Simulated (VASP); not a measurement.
A run of VASP 6.6.1:

File INCAR:

```
PREC = Accurate ; ENCUT = 520
EDIFF = 1E-6 ; ISMEAR = -1
SIGMA = 0.02 ; LREAL = F
LASPH = T ; NELM = 60
ALGO = Normal ; ISIF = 2
LWAVE = F ; LCHARG = T
GGA = PE ; LELF = T
LVHAR = T ; NBANDS = 36
```

KPOINTS

```
Automatic mesh
0
Gamma
  6 6 4
```

Contents of POSCAR:

```
Sn
1.0
    4.6349415438      0.0000000000      0.0000000000
   -2.3174707719      4.0139771220      0.0000000000
    0.0000000000      0.0000000000      7.6138913059
Sn
4
Direct
    0.3333333333      0.6666666667      0.0002405641
    0.6666666667      0.3333333333      0.5002405641
    0.3333333333      0.6666666667      0.3747594359
    0.6666666667      0.3333333333      0.8747594359
```

Potentials or basis: VASP PAW PBE potentials, release 64 (Sn_d).

Launch:

```sh
$ cat potpaw_PBE.64/Sn_d/POTCAR > POTCAR
$ mpirun -np 1 vasp_std > vasp.out
```

Hardware: 1 thread of AMD EPYC 9R45 96-Core Processor (Zen 5) (shared host).

**Question.** How long does it take, and how much memory?

**Answer.** Wall time 63 s on 1 thread of AMD EPYC 9R45 96-Core Processor (Zen 5) (shared host), peak memory 0.26 GiB. Counts: scf iterations 13, k points 21.
